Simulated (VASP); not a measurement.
Wanted: the native input for a VASP 6.6.1 run.

```
Task                   : single point
Functional             : PBE
Potentials or basis    : VASP PAW PBE potentials, release 64 (Zn, As, N)
Cutoff                 : 520 eV
k mesh                 : 8 × 8 × 8
Occupations            : gaussian, width 0.1 eV
Spin                   : no spin polarisation
Dipole correction      : no
Further INCAR settings : ALGO = Normal; EDIFF = 1e-06; NBANDS = 31
```

The structure of Zn3AsN lies in POSCAR:

```
Zn3AsN
1.0
    4.1711730501      0.0000000000      0.0000000000
    0.0000000000      4.1711730501      0.0000000000
    0.0000000000      0.0000000000      4.1711730501
Zn As N
3 1 1
Direct
    0.0000000000      0.5000000000      0.5000000000
    0.5000000000      0.0000000000      0.5000000000
    0.5000000000      0.5000000000      0.0000000000
    0.0000000000      0.0000000000      0.0000000000
    0.5000000000      0.5000000000      0.5000000000
```

One way to write it, as run:

INCAR

```
SYSTEM = Zn3AsN
PREC     = Accurate       ! precision mode
ENCUT    = 520            ! plane-wave cutoff, eV
EDIFF    = 1E-6           ! SCF threshold, eV
ISMEAR   = 0              ! smearing method
SIGMA    = 0.1            ! smearing width, eV
LREAL    = .False.        ! projectors in reciprocal space
LASPH    = .True.         ! aspherical terms in the spheres
NELM     = 100            ! most SCF steps
ALGO     = Normal         ! electronic algorithm
ISIF     = 2              ! what is computed and relaxed
LWAVE    = .False.        ! write WAVECAR
LCHARG   = .False.        ! write CHGCAR
GGA      = PE             ! functional
NBANDS   = 31             ! bands
```

KPOINTS

```
regular mesh
0
Gamma
  8 8 8
  0 0 0
```

Potentials or basis: VASP PAW PBE potentials, release 64 (Zn, As, N).

Command:

```console
$ cat potpaw_PBE.64/Zn/POTCAR potpaw_PBE.64/As/POTCAR potpaw_PBE.64/N/POTCAR > POTCAR
$ mpirun -np 1 vasp_std > vasp.out
```

It gave:

```
Pressure               : 0.5 GPa
Band gap on the k mesh : zero (band 23 reaches 4.01 eV, above the bottom of band 24 at 3.67 eV)
```

Run time: 54 s on 1 thread of Intel(R) Xeon(R) Platinum 8488C (Sapphire Rapids), with other jobs on the host, peak memory 0.21 GiB.
